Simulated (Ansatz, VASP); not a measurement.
# One calculation of TiO2, two programs

```
Ti O
1.0
     4.60852    0.00000    0.00000
     0.00000    4.60852    0.00000
     0.00000    0.00000    2.94381
Ti O
2 4
Direct
  0.00000 0.00000 0.00000
  0.50000 0.50000 0.50000
  0.30479 0.30479 0.00000
  0.19521 0.80479 0.50000
  0.69521 0.69521 0.00000
  0.80479 0.19521 0.50000
```

Alike in both runs: task single point; functional PBEsol; k mesh 6 × 6 × 8; no spin polarisation.

|  | VASP | Ansatz |
| --- | --- | --- |
| version | VASP 6.6.1 | Ansatz 0.2.0 |
| potentials or method | VASP PAW PBE potentials, release 64 (Ti_sv, O), cutoff 520 eV | all-electron LAPW, scalar-relativistic |
| occupations | gaussian, width 0.01 eV | fixed |

```csv
,VASP,Ansatz,Ansatz less VASP
gap on the k mesh at the Fermi level (eV),1.84,1.86,+0.021
pressure (GPa),-1.4,-2.0,-0.64
"traceless stress, the component that is largest in VASP (GPa)",0.21,-0.01,-0.217
rms of the force components (eV/Å),0.012,0.001,-0.0113
```

VASP's potentials were made for PBE, not for PBEsol. Atom by atom the forces differ by 0.013 eV/Å (rms over components). Ansatz ran all-electron here, and VASP with PAW potentials. Ansatz's warnings: metallic iterate.
